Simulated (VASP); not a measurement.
Wanted: the native input for a VASP 6.6.1 run.

```
Task                   : single point
Functional             : PBE
Potentials or basis    : VASP PAW PBE potentials, release 64 (Ga_d, N)
Cutoff                 : 520 eV
k mesh                 : 10 × 10 × 10
Occupations            : fermi-dirac, width 0.02 eV
Spin                   : no spin polarisation
Dipole correction      : no
Further INCAR settings : ALGO = Normal; EDIFF = 1e-07; NBANDS = 16
```

The structure of GaN lies in POSCAR:

```
GaN
1.0
    0.0000000000      2.1814839649      2.3183350162
    2.1814839649      0.0000000000      2.3183350162
    2.1814839649      2.1814839649      0.0000000000
Ga N
1 1
Direct
    0.0000000000      0.0000000000      0.0000000000
    0.2500000000      0.2500000000      0.2500000000
```

This cell differs from its parent crystal: epitaxial xy strain -3.0%.

These files were run (other wordings do the same):

INCAR

```
SYSTEM = GaN
PREC     = Accurate       ! precision mode
ENCUT    = 520            ! plane-wave cutoff, eV
EDIFF    = 1E-7           ! SCF threshold, eV
ISMEAR   = -1             ! smearing method
SIGMA    = 0.02           ! smearing width, eV
LREAL    = .FALSE.        ! projectors in reciprocal space
LASPH    = .TRUE.         ! aspherical terms in the spheres
NELM     = 60             ! most SCF steps
ALGO     = Normal         ! electronic algorithm
ISIF     = 2              ! what is computed and relaxed
LWAVE    = .FALSE.        ! write WAVECAR
LCHARG   = .TRUE.         ! write CHGCAR
GGA      = PE             ! functional
LELF     = .TRUE.         ! ELF
LVHAR    = .TRUE.       
NBANDS   = 16             ! bands
```

KPOINTS

```
regular mesh
0
G
  10 10 10
  0 0 0
```

Potentials or basis: VASP PAW PBE potentials, release 64 (Ga_d, N).

The run is started by

```console
$ cat potpaw_PBE.64/Ga_d/POTCAR potpaw_PBE.64/N/POTCAR > POTCAR
$ mpirun -np 1 vasp_std > vasp.out
```

It gave:

- Pressure: 12.4 GPa
- Band gap on the k mesh: 1.84 eV, direct

Caveat: the cell differs from its parent crystal (epitaxial xy strain -3.0%).

It took 49 s on 1 thread of Intel Xeon 8259CL (shared host), peak memory 0.16 GiB.
